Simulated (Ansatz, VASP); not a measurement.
SrTiO3 in VASP and in Ansatz

```
CELL_PARAMETERS angstrom
3.90500 -0.03905 -0.03905
-0.03905 3.90500 -0.03905
-0.03905 -0.03905 3.90500
ATOMIC_POSITIONS crystal
Sr 0.00000 0.00000 0.00000
Ti 0.50000 0.50000 0.50000
O 0.00000 0.50000 0.50000
O 0.50000 0.00000 0.50000
O 0.50000 0.50000 0.00000
```

Change from the starting cell: equal xy, yz and zx shear strains of -2 %.

Alike in both runs: task single point; functional PBE; k mesh 7 × 7 × 7; occupations fermi-dirac, width 0.05 eV; no spin polarisation.

|  | VASP | Ansatz |
| --- | --- | --- |
| version | VASP 6.6.1 | Ansatz 0.2.0 |
| potentials or method | VASP PAW PBE potentials, release 64 (Sr_sv, Ti_sv, O), cutoff 520 eV | all-electron LAPW, scalar-relativistic |

```tsv
	VASP	Ansatz	Ansatz less VASP
gap on the k mesh at the Fermi level (eV)	1.82	1.85	+0.025
pressure (GPa)	5.1	4.4	-0.67
traceless stress, the component that is largest in VASP (GPa)	2.32	2.31	-0.007
```

Ansatz ran all-electron here, and VASP with PAW potentials.
